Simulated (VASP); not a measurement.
EuAgAs, 6 atoms in the cell. The structure is hexagonal, space group P6_3/mmc (No. 194). The conventional cell has a = 4.531 Å, b = 4.531 Å, c = 8.134 Å, α = 90.00°, β = 90.00°, γ = 120.00°. Eu (site symmetry -3m) has 6 Ag at 3.31 Å and 6 As at 3.31 Å and 8 Eu at 4.07 to 4.53 Å within 4.6 Å. Ag (site symmetry -6m2) has 3 As at 2.62 Å and 6 Eu at 3.31 Å within 3.5 Å. As (site symmetry -6m2) has 3 Ag at 2.62 Å and 6 Eu at 3.31 Å within 3.5 Å. 

- Program: VASP 6.6.1
- Task: single point
- Functional: PBEsol
- Potentials or basis: VASP PAW PBE potentials, release 64 (Eu, Ag, As)
- Cutoff: 520 eV
- k mesh: 6 × 6 × 2
- Occupations: gaussian, width 0.1 eV
- Spin: collinear spin, ferromagnetic start
- Starting moments: [7.0, 7.0, 0.0, 0.0, 0.0, 0.0] μB
- Dipole correction: no
- Further INCAR settings: ALGO = Fast; EDIFF = 1e-07; NBANDS = 46

Potentials or basis: VASP PAW PBE potentials, release 64 (Eu, Ag, As).

Run with:

```sh
$ cat potpaw_PBE.64/Eu/POTCAR potpaw_PBE.64/Ag/POTCAR potpaw_PBE.64/As/POTCAR > POTCAR
$ mpirun -np 1 vasp_std > vasp.out
```

Hardware: 1 thread of Intel(R) Xeon(R) Platinum 8375C CPU @ 2.90GHz (Ice Lake), with other jobs on the host.

Problem. Estimate the wall time of this run.

Solution. Wall time 22 min on 1 thread of Intel(R) Xeon(R) Platinum 8375C CPU @ 2.90GHz (Ice Lake), on a shared host, peak memory 0.44 GiB. Counts: scf iterations 67, k points 14.
